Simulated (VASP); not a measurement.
**GeMo (rocksalt type): single point with PBE**

The system is GeMo (rocksalt type).

```
Mo Ge
1.0
     0.00000    2.13028    2.13028
     2.13028    0.00000    2.13028
     2.13028    2.13028    0.00000
Mo Ge
1 1
Direct
  0.00000 0.00000 0.00000
  0.50000 0.50000 0.50000
```

* Program: VASP 6.6.1
* Task: single point
* Functional: PBE
* Potentials or basis: VASP PAW PBE potentials, release 64 (Mo_sv, Ge_d)
* Cutoff: 500 eV
* k mesh: 15 × 15 × 15
* Occupations: fermi-dirac, width 0.1 eV
* Spin: no spin polarisation

| Property | Result |
| --- | --- |
| Pressure | 305.3 GPa |
| Band gap on the k mesh | zero (bands 14 and 15 overlap by 3.70 eV) |

Levels at points of the mesh, in eV from the Fermi level:
```
           k point  band 12  band 13  band 14  band 15  band 16  band 17
(0.00, 0.00, 0.00)    -3.67    -3.67    -1.65    -1.65     4.30     4.30
```

Wall time 59 s on 1 thread of Intel Xeon 8259CL, with other jobs on the host, peak memory 0.17 GiB.

Caveat: the cell stands under pressure.
